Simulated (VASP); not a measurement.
# Si (P6_3/mmc) in VASP: notebook

The runs below take Si through single point, with LDA.

All numbers are computed with VASP 6.6.1; they aren't measurements. Logs are shortened: lines on timing, memory, paths and dates and some standing lists are left out, and cuts for length are marked.

## (1) The cell of the first run

Symmetry: P6_3/mmc, No. 194, hexagonal system. Conventional cell: a = 3.882 Å, b = 3.882 Å, c = 6.416 Å, α = 90.00°, β = 90.00°, γ = 120.00°. Within 3.1 Å of Si (site symmetry 3m) lie 4 Si at 2.38 to 2.40 Å.

## (2) Single point, LDA

INCAR

```
PREC = Accurate ; ENCUT = 520
EDIFF = 1E-6 ; ISMEAR = -1
SIGMA = 0.1 ; LREAL = False
LASPH = True ; NELM = 100
ALGO = Normal ; ISIF = 2
LWAVE = False ; LCHARG = False
NBANDS = 16
```

KPOINTS

```
Automatic mesh
0
Gamma
  7 7 4
```

POSCAR

```
Si
1.0
    3.8817348476      0.0000000000      0.0000000000
   -1.9408679304      3.3616811387      0.0000000000
    0.0000000000      0.0000000000      6.4159555301
Si
4
Direct
    0.3333333333      0.6666666667      0.0630090000
    0.6666666667      0.3333333333      0.5630100000
    0.3333333333      0.6666666667      0.4369910000
    0.6666666667      0.3333333333      0.9369900000
```

Potentials or basis: VASP PAW LDA potentials, release 64 (Si).

Command:

```
$ cat potpaw_LDA.64/Si/POTCAR > POTCAR
$ mpirun -np 1 vasp_std > vasp.out
```

OUTCAR:

```text
PREC = Accurate
   ENCUT = 520
   EDIFF = 1E-6
   ISMEAR = -1
   LREAL = False
   LASPH = True
   NELM = 100
   ISIF = 2

 ion  position               nearest neighbor table
   1  0.333  0.667  0.063-   4 2.38   4 2.38   4 2.38   3 2.40
   2  0.667  0.333  0.563-   3 2.38   3 2.38   3 2.38   4 2.40
   3  0.333  0.667  0.437-   2 2.38   2 2.38   2 2.38   1 2.40
   4  0.667  0.333  0.937-   1 2.38   1 2.38   1 2.38   2 2.40

  LATTYP: Found a hexagonal cell.
 ALAT       =     3.8817348476
 C/A-ratio  =     1.6528577510

  Lattice vectors:

 A1 = (   3.8817348476,   0.0000000000,   0.0000000000)
 A2 = (  -1.9408679304,   3.3616811387,   0.0000000000)
 A3 = (   0.0000000000,   0.0000000000,   6.4159555301)

Analysis of symmetry for initial positions (statically):
=====================================================================
 Subroutine PRICEL returns:
 Original cell was already a primitive cell.

 Routine SETGRP: Setting up the symmetry group for a
 hexagonal supercell.

 Subroutine GETGRP returns: Found 24 space group operations
 (whereof 12 operations were pure point group operations)
 out of a pool of 24 trial point group operations.

The static configuration has the point symmetry D_3d.
 The point group associated with its full space group is D_6h.

Analysis of symmetry for dynamics (positions and initial velocities):
=====================================================================
 Subroutine PRICEL returns:
 Original cell was already a primitive cell.

 Routine SETGRP: Setting up the symmetry group for a
 hexagonal supercell.

 Subroutine GETGRP returns: Found 24 space group operations
 (whereof 12 operations were pure point group operations)
 out of a pool of 24 trial point group operations.

The dynamic configuration has the point symmetry D_3d.
 The point group associated with its full space group is D_6h.

 Subroutine INISYM returns: Found 24 space group operations
 (whereof 12 operations are pure point group operations),
 and found     1 'primitive' translations

----------------------------------------------------------------------------------------

                                     Primitive cell

  volume of cell :      83.7228

  direct lattice vectors                    reciprocal lattice vectors
     3.881734848  0.000000000  0.000000000     0.257616772  0.148735145  0.000000000
    -1.940867930  3.361681139  0.000000000     0.000000000  0.297470212  0.000000000
     0.000000000  0.000000000  6.415955530     0.000000000  0.000000000  0.155861429

  length of vectors
     3.881734848  3.881735231  6.415955530     0.297470241  0.297470212  0.155861429

  position of ions in fractional coordinates (direct lattice)
     0.333333333  0.666666667  0.063009000
     0.666666667  0.333333333  0.563010000
     0.333333333  0.666666667  0.436991000
     0.666666667  0.333333333  0.936990000

  ion indices of the primitive-cell ions
   primitive index   ion index
                 1           1
                 2           2
                 3           3
                 4           4

----------------------------------------------------------------------------------------

 KPOINTS: Automatic mesh

Automatic generation of k-mesh.
 Grid dimensions read from file:
 generate k-points for:    7    7    4

 Generating k-lattice:

  Cartesian coordinates                     Fractional coordinates (reciprocal lattice)
     0.036802396  0.021247878  0.000000000     0.142857143 -0.000000000  0.000000000
     0.000000000  0.042495745  0.000000000     0.000000000  0.142857143  0.000000000
     0.000000000  0.000000000  0.038965357     0.000000000  0.000000000  0.250000000

  Length of vectors
     0.042495749  0.042495745  0.038965357

  Shift w.r.t. Gamma in fractional coordinates (k-lattice)
     0.000000000  0.000000000  0.000000000

 Subroutine IBZKPT returns following result:
 ===========================================

 Found     24 irreducible k-points:

 Following reciprocal coordinates:
            Coordinates               Weight
  0.000000  0.000000  0.000000      1.000000
  0.142857  0.000000  0.000000      6.000000
  0.285714 -0.000000  0.000000      6.000000
  0.428571  0.000000  0.000000      6.000000
  0.142857  0.142857  0.000000      6.000000
  0.285714  0.142857  0.000000     12.000000
[... 16 lines left out ...]
  0.428571  0.142857  0.500000      6.000000
  0.285714  0.285714  0.500000      6.000000
   k-points           NKPTS =     24   k-points in BZ     NKDIM =     24   number of bands    NBANDS=     16
   number of dos      NEDOS =    301   number of ions     NIONS =      4
   total plane-waves  NPLWV =  43200
   dimension x,y,z NGX =    30 NGY =   30 NGZ =   48
   dimension x,y,z NGXF=    60 NGYF=   60 NGZF=   96
   ions per type =               4
   NGX,Y,Z   is equivalent  to a cutoff of  12.85, 12.85, 12.44 a.u.
   NGXF,Y,Z  is equivalent  to a cutoff of  25.70, 25.70, 24.87 a.u.
 SYSTEM =  unknown system
   PREC   = accura    normal or accurate (medium, high low for compatibility)
   ISTART =      0    job   : 0-new  1-cont  2-samecut
   ICHARG =      2    charge: 1-file 2-atom 10-const
   ISPIN  =      1    spin polarized calculation?
   LNONCOLLINEAR =      F non collinear calculations
   LSORBIT =      F    spin-orbit coupling
   LASPH  =      T    aspherical Exc in radial PAW
   ENCUT  =  520.0 eV  38.22 Ry    6.18 a.u.   7.22  7.22 11.93*2*pi/ulx,y,z
   NELM   =    100;   NELMIN=  2; NELMDL= -5     # of ELM steps
   EDIFF  = 0.1E-05   stopping-criterion for ELM
   LREAL  =      F    real-space projection
   EDIFFG = 0.1E-04   stopping-criterion for IOM
   NSW    =      0    number of steps for IOM
   IBRION =     -1    ionic relax: 0-MD 1-quasi-New 2-CG
   NFREE  =      0    steps in history (QN), initial steepest desc. (CG)
   ISIF   =      2    stress and relaxation
   ISYM   =      2    0-nonsym 1-usesym 2-fastsym
   POTIM  = 0.5000    time-step for ionic-motion
   TEBEG  =    0.0;   TEEND  =   0.0 temperature during run
   PSTRESS=    0.0 pullay stress
   NELECT =      16.0000    total number of electrons
   NUPDOWN=      -1.0000    fix difference up-down
   EMIN   =  10.00;   EMAX   =-10.00  energy-range for DOS
   EFERMI =   0.00;   METHOD = LEGACY
   ISMEAR =    -1;   SIGMA  =   0.10  broadening in eV -4-tet -1-fermi 0-gaus
   EFERMI_NEDOS =   21; number of points for ismear=-14 and -15
   IALGO  =     38    algorithm
   IMIX   =      4    mixing-type and parameters
     AMIX     =   0.40;   BMIX     =  1.00
     AMIX_MAG =   1.60;   BMIX_MAG =  1.00
  volume/ion in A,a.u.               =      20.93       141.25
  Fermi-wavevector in a.u.,A,eV,Ry     =   0.942975  1.781965 12.098330  0.889202
  Thomas-Fermi vector in A             =   2.070637
   LORBIT       =      0    0 simple, 1 ext, 2 COOP (PROOUT), +10 PAW based schemes
   GGA     = CA    functional components
   LHFCALC =     F    Hartree Fock is set to
   AEXX    =    0.0000 exact exchange contribution
   IVDW    =     0    specifies the selected vdW correction
   LEPSILON=     F    determine dielectric tensor
   LRPA    =     F    only Hartree local field effects (RPA)
 non-spin polarized calculation
  energy-cutoff  :      520.00
  volume of cell :       83.72
 maximum number of plane-waves:      2276
 NGX is ok and might be reduce to    30
   NGX = 15   NGY = 15   NGZ = 23

 number of electron      16.0000002 magnetization

 Free energy of the ion-electron system (eV)
  ---------------------------------------------------
  ext. energy  EPLUGINS =         0.00000000
  ---------------------------------------------------
  free energy    TOTEN  =       -23.70742058 eV

  energy without entropy =      -23.70346023  energy(sigma->0) =      -23.70544040

 E-fermi :   5.7012     XC(G=0):  -9.4352

 val. band max:        5.5610586606   @ k =   0.0000   0.0000   0.0000
 cond. band min:       6.0087859182   @ k =   0.4286   0.0000   0.0000
 fundamental gap:      0.4477272575
 Fermi energy:         5.7011515970

 k-point     1 :       0.0000    0.0000    0.0000
  band No.  band energies     occupation
      1      -6.3475      2.00000
      2      -4.1537      2.00000
      3      -1.4777      2.00000
      4       4.1057      2.00000
      5       4.1057      2.00000
      6       5.2317      1.98187
[... 8 lines left out ...]
     15       9.6578      0.00000
     16      11.5032      0.00000

 k-point     2 :       0.1429    0.0000    0.0000
  band No.  band energies     occupation
      1      -6.1186      2.00000
      2      -3.9198      2.00000
      3      -1.3763      2.00000
      4       2.5935      2.00000
      5       3.6929      2.00000
      6       4.0543      2.00000
[... 8 lines left out ...]
     15      10.4774      0.00000
     16      10.4778      0.00000

 k-point     3 :       0.2857   -0.0000    0.0000
  band No.  band energies     occupation
      1      -5.4540      2.00000
      2      -3.2364      2.00000
      3      -1.4242      2.00000
      4       1.0142      2.00000
      5       1.8766      2.00000
      6       3.0537      2.00000
[... 8 lines left out ...]
     15      11.9615      0.00000
     16      12.1287      0.00000

 k-point     4 :       0.4286    0.0000    0.0000
  band No.  band energies     occupation
      1      -4.5077      2.00000
      2      -2.3979      2.00000
      3      -2.2433      2.00000
      4       0.0744      2.00000
      5       0.9521      2.00000
      6       2.6747      2.00000
[... 8 lines left out ...]
     15      11.8678      0.00000
     16      13.3709      0.00000
[... 324 lines left out ...]
 k-point    22 :       0.2857    0.1429    0.5000
  band No.  band energies     occupation
      1      -4.1009      2.00000
      2      -4.1008      2.00000
      3      -0.5898      2.00000
      4      -0.5897      2.00000
      5       2.4657      2.00000
      6       2.4658      2.00000
[... 8 lines left out ...]
     15      11.4882      0.00000
     16      11.4883      0.00000

 k-point    23 :       0.4286    0.1429    0.5000
  band No.  band energies     occupation
      1      -3.4275      2.00000
      2      -3.4273      2.00000
      3      -1.5425      2.00000
      4      -1.5424      2.00000
      5       2.1828      2.00000
      6       2.1829      2.00000
[... 8 lines left out ...]
     15      13.5459      0.00000
     16      13.5459      0.00000

 k-point    24 :       0.2857    0.2857    0.5000
  band No.  band energies     occupation
      1      -3.2924      2.00000
      2      -3.2923      2.00000
      3      -1.4690      2.00000
      4      -1.4689      2.00000
      5       1.4535      2.00000
      6       1.4536      2.00000
[... 8 lines left out ...]
     15      11.2148      0.00000
     16      11.2149      0.00000

------------------------ aborting loop because EDIFF is reached ----------------------------------------

  FORCE on cell =-STRESS in cart. coord.  units (eV):
  Direction    XX          YY          ZZ          XY          YZ          ZX
  --------------------------------------------------------------------------------------
  -------------------------------------------------------------------------------------
  Total       -2.6835457     -2.6835460     -2.7378343      0.0000004     -0.0000000      0.0000000
  in kB      -51.3541865    -51.3541911    -52.3930895      0.0000077     -0.0000000      0.0000000
  external PRESSURE =     -51.7004890 kB  Pullay stress =       0.0000000 kB

 VOLUME and BASIS-vectors are now :
 -----------------------------------------------------------------------------
  energy-cutoff  :      520.00
  volume of cell :       83.72
      direct lattice vectors                 reciprocal lattice vectors
     3.881734848  0.000000000  0.000000000     0.257616772  0.148735145  0.000000000
    -1.940867930  3.361681139  0.000000000     0.000000000  0.297470212  0.000000000
     0.000000000  0.000000000  6.415955530     0.000000000  0.000000000  0.155861429

 POSITION                                       TOTAL-FORCE (eV/Angst)
 -----------------------------------------------------------------------------------
     -0.00000      2.24112      0.40426         0.000000      0.000000     -0.027732
      1.94087      1.12056      3.61225         0.000000      0.000000     -0.027732
     -0.00000      2.24112      2.80371        -0.000000      0.000000      0.027732
      1.94087      1.12056      6.01169         0.000000     -0.000000      0.027732
 -----------------------------------------------------------------------------------
    total drift:                               -0.000000      0.000000     -0.000385

  FREE ENERGIE OF THE ION-ELECTRON SYSTEM (eV)
  ---------------------------------------------------
  free  energy   TOTEN  =       -23.7074205786 eV

  energy  without entropy=      -23.7034602257  energy(sigma->0) =      -23.70544040
```

Run time: 19 s. Hardware: 1 thread of Intel Xeon 6975P-C, shared host; peak memory 0.16 GiB.

Results:

```
Free energy            : -23.7074 eV
Pressure               : -5.2 GPa
Largest force          : 0.028 eV/Å
Band gap on the k mesh : 0.45 eV, indirect (least direct gap 0.82 eV)
```

Forces in eV/Å, atoms in the order of the input:
```
Si   0.000  0.000 -0.028
Si   0.000  0.000 -0.028
Si   0.000  0.000  0.028
Si   0.000  0.000  0.028
```

Stress tensor (GPa, compression positive):
```
-5.14  0.00  0.00
 0.00 -5.14  0.00
 0.00  0.00 -5.24
```

Levels at points of the mesh, in eV from the valence-band top:
```csv
k point,band 5,band 6,band 7,band 8,band 9,band 10,band 11,band 12
"(0.00, 0.00, 0.00)",-1.46,-0.33,0.00,0.00,0.82,1.98,1.98,2.17
"(0.00, 0.00, 0.50)",-0.89,-0.89,-0.89,-0.89,1.60,1.60,2.94,2.94
```

## (3) Single point, LDA

This run uses another cell than the first one, of 21.53 Å³/atom, 1.029 times its volume.

INCAR

```
SYSTEM = Si
PREC = Accurate ; ENCUT = 520
EDIFF = 1E-6 ; ISMEAR = -1
SIGMA = 0.1 ; LREAL = .False.
LASPH = .True. ; NELM = 60
ALGO = Normal ; ISIF = 2
LWAVE = .False. ; LCHARG = .False.
GGA = CA ; NBANDS = 16
```

KPOINTS

```
regular mesh
0
Gamma
  7 7 4
  0 0 0
```

POSCAR

```
Si
1.0
    3.9187059760      0.0000000000      0.0000000000
   -1.9593534994      3.3936990766      0.0000000000
    0.0000000000      0.0000000000      6.4770635463
Si
4
Direct
    0.3333333333      0.6666666667      0.0630090000
    0.6666666667      0.3333333333      0.5630100000
    0.3333333333      0.6666666667      0.4369910000
    0.6666666667      0.3333333333      0.9369900000
```

Potentials or basis: VASP PAW LDA potentials, release 64 (Si).

Command:

```
$ cat potpaw_LDA.64/Si/POTCAR > POTCAR
$ mpirun -np 1 vasp_std > vasp.out
```

It took 21 s on 1 thread of Intel Xeon 6975P-C, shared host; peak memory 0.17 GiB.

The run converged. Its results:

```yaml
Free_energy: -23.6145 eV
Pressure: -7.1 GPa
Largest_force: 0.037 eV/Å
Band_gap_on_the_k_mesh: 0.50 eV, indirect (least direct gap 0.74 eV)
```

Forces in eV/Å, atoms in the order of the input:
```
Si   0.000  0.000 -0.037
Si   0.000  0.000 -0.037
Si   0.000  0.000  0.037
Si   0.000  0.000  0.037
```

Stress tensor (GPa, compression positive):
```
-7.09  0.00  0.00
 0.00 -7.09  0.00
 0.00  0.00 -7.21
```

Levels at points of the mesh, in eV from the valence-band top:
| k point | band 4 | band 5 | band 6 | band 7 | band 8 | band 9 | band 10 | band 11 | band 12 | band 13 |
| --- | --- | --- | --- | --- | --- | --- | --- | --- | --- | --- |
| (0.00, 0.00, 0.00) | -1.41 | -1.41 | -0.31 | 0.00 | 0.00 | 0.74 | 1.99 | 1.99 | 2.04 | 2.81 |
| (0.00, 0.00, 0.50) | -4.10 | -0.86 | -0.86 | -0.86 | -0.86 | 1.51 | 1.51 | 2.94 | 2.94 | 2.94 |
